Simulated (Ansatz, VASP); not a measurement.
## Two plane-wave programs on SiNi

```
Si Ni
1.0
     5.15126    0.00000    0.00000
     0.00000    3.37776    0.00000
     0.00000    0.00000    5.61872
Si Ni
4 4
Direct
  0.32135 0.75000 0.08417
  0.17865 0.25000 0.58417
  0.82135 0.75000 0.41583
  0.67865 0.25000 0.91583
  0.00831 0.25000 0.18845
  0.49169 0.75000 0.68845
  0.50831 0.25000 0.31155
  0.99169 0.75000 0.81155
```

Alike in both runs: task relaxation of cell and atoms; functional PBE; k mesh 8 × 10 × 6; occupations gaussian, width 0.05 eV; no spin polarisation.

|  | VASP | Ansatz |
| --- | --- | --- |
| version | VASP 6.6.1 | Ansatz 0.2.0 |
| potentials or method | VASP PAW PBE potentials, release 64 (Si, Ni), cutoff 600 eV | scalar-relativistic, plane waves, PAW |
| valence electrons in the cell | 56 | 88 |

VASP gave:

```
gap on the k mesh at the Fermi level, each at its own relaxed structure (eV) : none
relaxed volume (Å³/atom)                                                     : 12.23
relaxed cell length with the largest relative difference (Å)                 : 5.621
```

Problem. Which values does Ansatz return?

Solution. gap on the k mesh at the Fermi level, each at its own relaxed structure (eV): none; relaxed volume (Å³/atom): 12.22; relaxed cell length with the largest relative difference (Å): 5.619.

A gap of «none» marks a metal or a gap that the smearing closes. VASP's potentials hold 56 valence electrons a cell and Ansatz's 88, so a difference there can come from the potentials and not from the codes.
